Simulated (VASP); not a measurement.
# Al5Ga12N16 (a cell with a defect) in VASP: further runs, part 2 of 2

VASP 6.6.1.

## (3) Single point, PBEsol (with an interstitial atom, then relaxed in part)

The input, INCAR:

```
ALGO     = Normal         # electronic algorithm
EDIFF    = 1E-6           # SCF threshold, eV
ENCUT    = 520            # plane-wave cutoff, eV
GGA      = PS             # functional
GGA_COMPAT= False        
ISIF     = 2              # what is computed and relaxed
ISMEAR   = 0              # smearing method
LASPH    = True           # aspherical terms in the spheres
LCHARG   = False          # write CHGCAR
LREAL    = Auto         
LWAVE    = False          # write WAVECAR
NBANDS   = 148            # bands
NELECT   = 250.0        
NELM     = 120            # most SCF steps
PREC     = Accurate       # precision mode
SIGMA    = 0.01           # smearing width, eV
```

The input, KPOINTS:

```
Automatic mesh
0
Gamma
  2 2 2
  0.5 0.5 0.5
```

The input, POSCAR:

```
Al5Ga12N16
1.0
   -4.4676279050      4.4676279050      4.4676279050
    4.4676279050     -4.4676279050      4.4676279050
    4.4676279050      4.4676279050     -4.4676279050
Al Ga N
5 12 16
Direct
    0.4980498599     -0.0098830074      0.5042982876
   -0.0091620577      0.4993789713      0.5058861703
    0.0073472474      0.0087263084      0.0136833307
    0.4983563568      0.4993862774     -0.0380798939
    0.4997869806      0.4994776257      0.2616214857
    0.7996834887      0.7984907479      0.5462542166
    0.2450686316      0.2449556965      0.4897443707
    0.2399962260      0.7342448978     -0.0092997609
    0.7349026911      0.2418717992     -0.0070026485
    0.1993224224      0.4994862740      0.2432282603
    0.7558535858     -0.0081011411      0.2484560059
    0.7547453831      0.4993946810      0.7439401365
    0.2633761816      0.0069559483      0.7560131548
    0.4994952367      0.7539146609      0.7441259472
    0.0051248637      0.2646077699      0.7558604585
   -0.0075369290      0.7571276850      0.2504991705
    0.5004370465      0.2003174946      0.2470832050
    0.5000106781      0.4994819623      0.7326914195
    0.0289224822      0.0307648632      0.7845508895
   -0.0300653347      0.4994896637      0.2554806410
    0.4976175356     -0.0318375696      0.2531939490
    0.4999179678      0.7365217221      0.4834581583
   -0.0014744229      0.2546898870      0.4990953566
   -0.0006154229      0.7570561638      0.0014123823
    0.4991580988      0.2725641809      0.0172255617
    0.7360935261      0.4994880702      0.4827842987
    0.2547183023     -0.0008676661      0.4992508320
    0.2709240206      0.4994221153      0.0143831697
    0.7549853690     -0.0002542960     -0.0004883812
    0.2627960340      0.2623574151      0.2464274695
    0.7259101693      0.7262164995      0.2440897615
    0.7416835271      0.2417660071      0.7438358448
    0.2432274761      0.7441378446      0.7438224895
```

Potentials or basis: VASP PAW PBE potentials, release 64 (Al, Ga_d, N).

Run with:

```console
$ cat potpaw_PBE.64/Al/POTCAR potpaw_PBE.64/Ga_d/POTCAR potpaw_PBE.64/N/POTCAR > POTCAR
$ mpirun -np 1 vasp_std > vasp.out
```

OUTCAR:

```text
EDIFF = 1E-6
   ENCUT = 520
   GGA = PS
   ISIF = 2
   ISMEAR = 0
   LASPH = True
   LREAL = Auto
   NELECT = 250.0
   NELM = 120
   PREC = Accurate

 ion  position               nearest neighbor table
   1  0.498  0.990  0.504-  21 1.89  27 1.90  32 1.90  22 1.92  17 2.96  14 3.01  13 3.07   9 3.09
                            10 3.12   6 3.14
   2  0.991  0.499  0.506-  20 1.89  23 1.90  33 1.90  26 1.92  10 2.99  12 3.00  15 3.06   8 3.06
                             6 3.12  17 3.12
   3  0.007  0.009  0.014-  19 1.89  29 1.90  24 1.90  30 1.92   6 2.96   7 3.01  11 3.07  16 3.09
                            10 3.13  17 3.14
   4  0.498  0.499  0.962-  18 1.78  28 1.93  25 1.94  31 1.94   5 2.32   7 2.99  14 2.99  12 3.00
                            13 3.13  11 3.13   8 3.13  15 3.13   9 3.14  16 3.14
   5  0.500  0.499  0.262-  26 2.05  22 2.05  30 2.05  31 2.10  25 2.11  28 2.13   6 2.28  10 2.28
                            17 2.28   4 2.32
   6  0.800  0.798  0.546-  19 1.81  31 2.03  26 2.04  22 2.05   5 2.28   3 2.96   2 3.12   1 3.14

   7  0.245  0.245  0.490-  18 1.94  27 1.95  23 1.96  30 1.98   4 2.99   3 3.01
   8  0.240  0.734  0.991-  33 1.95  24 1.95  21 1.95  28 1.97   2 3.06   4 3.13
   9  0.735  0.242  0.993-  32 1.95  29 1.95  20 1.96  25 1.98   1 3.09   4 3.14
  10  0.199  0.499  0.243-  20 1.81  28 2.02  22 2.06  30 2.06   5 2.28   2 2.99   1 3.12   3 3.13
[... 11 lines left out ...]
  20  0.970  0.499  0.255-  10 1.81   2 1.89   9 1.96  16 1.96
  21  0.498  0.968  0.253-  17 1.81   1 1.89   8 1.95  11 1.96
  22  0.500  0.737  0.483-   1 1.92  14 1.98   6 2.05   5 2.05  10 2.06
  23  0.999  0.255  0.499-   2 1.90  15 1.95  11 1.95   7 1.96
  24  0.999  0.757  0.001-   3 1.90  16 1.95   8 1.95  12 1.96
  25  0.499  0.273  0.017-   4 1.94   9 1.98  13 1.98  17 2.03   5 2.11
  26  0.736  0.499  0.483-   2 1.92  12 1.98   6 2.04  17 2.04   5 2.05
  27  0.255  0.999  0.499-   1 1.90  13 1.95  16 1.95   7 1.95
  28  0.271  0.499  0.014-   4 1.93   8 1.97  15 1.97  10 2.02   5 2.13
  29  0.755  1.000  1.000-   3 1.90  11 1.95   9 1.95  14 1.95
  30  0.263  0.262  0.246-   3 1.92   7 1.98  17 2.05   5 2.05  10 2.06
  31  0.726  0.726  0.244-   4 1.94  16 1.98  11 1.98   6 2.03   5 2.10
  32  0.742  0.242  0.744-   1 1.90   9 1.95  15 1.95  12 1.96
  33  0.243  0.744  0.744-   2 1.90   8 1.95  13 1.95  14 1.96

  LATTYP: Found a body centered cubic cell.
 ALAT       =     8.9352558100

  Lattice vectors:
[... 202 lines left out ...]
   LRPA    =     F    only Hartree local field effects (RPA)
 non-spin polarized calculation
 Gauss-broadening in eV      SIGMA  =   0.01
  energy-cutoff  :      520.00
  volume of cell :      356.69
 maximum number of plane-waves:      9604
 NGX is ok and might be reduce to    60
   NGX = 29   NGY = 29   NGZ = 29

 number of electron     249.9999990 magnetization

 Free energy of the ion-electron system (eV)
  ---------------------------------------------------
  ext. energy  EPLUGINS =         0.00000000
  ---------------------------------------------------
  free energy    TOTEN  =      -223.63721205 eV

  energy without entropy =     -223.63675296  energy(sigma->0) =     -223.63698251

 E-fermi :   9.2762     XC(G=0): -11.9041

 val. band max:        9.2625068674   @ k =   0.2500  -0.2500   0.2500
 cond. band min:       9.2915388851   @ k =  -0.2500   0.2500   0.2500
 fundamental gap:      0.0290320177
 Fermi energy:         9.2761750758

 k-point     1 :       0.2500    0.2500    0.2500
  band No.  band energies     occupation
      1     -10.0113      2.00000
      2      -9.6159      2.00000
      3      -9.6094      2.00000
      4      -9.4122      2.00000
      5      -9.1157      2.00000
      6      -9.0010      2.00000
[... 549 lines left out ...]
    136      11.6408      0.00000
    137      11.7035      0.00000
 [bands above 137 left out]

------------------------ aborting loop because EDIFF is reached ----------------------------------------

  FORCE on cell =-STRESS in cart. coord.  units (eV):
  Direction    XX          YY          ZZ          XY          YZ          ZX
  --------------------------------------------------------------------------------------
  -------------------------------------------------------------------------------------
  Total        4.4928855      5.3735880      4.4920886     -0.0993686      0.1077552      0.5139942
  in kB       20.1811058     24.1370380     20.1775260     -0.4463432      0.4840139      2.3087549
  external PRESSURE =      21.4985566 kB  Pullay stress =       0.0000000 kB

 VOLUME and BASIS-vectors are now :
 -----------------------------------------------------------------------------
  energy-cutoff  :      520.00
  volume of cell :      356.69
      direct lattice vectors                 reciprocal lattice vectors
    -4.467627905  4.467627905  4.467627905     0.000000000  0.111916214  0.111916214
     4.467627905 -4.467627905  4.467627905     0.111916214  0.000000000  0.111916214
     4.467627905  4.467627905 -4.467627905     0.111916214  0.111916214  0.000000000

 POSITION                                       TOTAL-FORCE (eV/Angst)
 -----------------------------------------------------------------------------------
      4.45139      0.05464      4.39556        -0.001599      0.008806     -0.004753
      0.06446      4.45577      4.39762         0.002732     -0.004136      0.006068
      0.06729      0.05497      0.01068         0.005630      0.002825      0.007203
      4.30210      4.29290      0.16004         0.023260      0.025390     -0.020255
      1.16745      1.17021      3.29551        -0.005825      0.003057      0.003662
      2.43513      2.44579      4.69959         0.026021      0.015055      0.022543
[... 25 lines left out ...]
      1.08974      5.55663      1.07050         0.006853      0.005759      0.011416
      5.56100      1.08524      1.08806         0.005447      0.002640      0.005268
 -----------------------------------------------------------------------------------
    total drift:                               -0.001576      0.000371     -0.000814

  FREE ENERGIE OF THE ION-ELECTRON SYSTEM (eV)
  ---------------------------------------------------
  free  energy   TOTEN  =      -223.6372120541 eV

  energy  without entropy=     -223.6367529644  energy(sigma->0) =     -223.63698251
```

Run time: 8.3 min. Hardware: 1 thread of Intel Xeon Platinum 8488C (Sapphire Rapids), shared host; peak memory 0.56 GiB.

Results:

* Free energy: -223.6372 eV
* Largest force: 0.044 eV/Å

Forces in eV/Å, atoms in the order of the input:
```
Al  -0.002  0.009 -0.005
Al   0.003 -0.004  0.006
Al   0.006  0.003  0.007
Al   0.023  0.025 -0.020
Al  -0.006  0.003  0.004
Ga   0.026  0.015  0.023
Ga   0.003 -0.004  0.004
Ga   0.003 -0.004  0.005
Ga  -0.003 -0.003  0.006
Ga   0.023 -0.016 -0.025
Ga   0.003  0.003 -0.001
Ga   0.009  0.006 -0.008
Ga  -0.003  0.002 -0.007
Ga  -0.002  0.001 -0.004
Ga  -0.004 -0.002 -0.005
Ga  -0.006  0.003 -0.005
Ga  -0.019  0.016 -0.020
N   -0.026 -0.028  0.023
N   -0.029 -0.021 -0.012
N   -0.026  0.007  0.028
N    0.010 -0.019  0.025
N    0.014 -0.001 -0.006
N   -0.004  0.003 -0.008
N   -0.008  0.005 -0.011
N   -0.011 -0.006  0.002
N   -0.002  0.011 -0.007
N    0.005 -0.002 -0.009
N    0.000 -0.005 -0.001
N    0.008 -0.001 -0.008
N    0.005 -0.001 -0.010
N   -0.005 -0.005  0.020
N    0.007  0.006  0.011
N    0.005  0.003  0.005
```

Levels at points of the mesh, in eV from the Fermi level:
```
           k point  band 121  band 122  band 123  band 124  band 125  band 126  band 127  band 128  band 129  band 130
(0.25, 0.25, 0.25)     -4.04     -3.86     -3.86     -3.82      0.27      0.45      0.50      0.58      1.08      1.12
```

Caveat: the k points lie up to 0.50 Å⁻¹ apart; the cell carries a net charge on a neutralising background, which shifts energy and pressure; the cell differs from its parent crystal (with an interstitial atom, then relaxed in part); the cell is charged against a uniform background, so pressure and absolute levels hang on convention; the PAW data sets were made with another functional, which shifts forces and pressure a little.
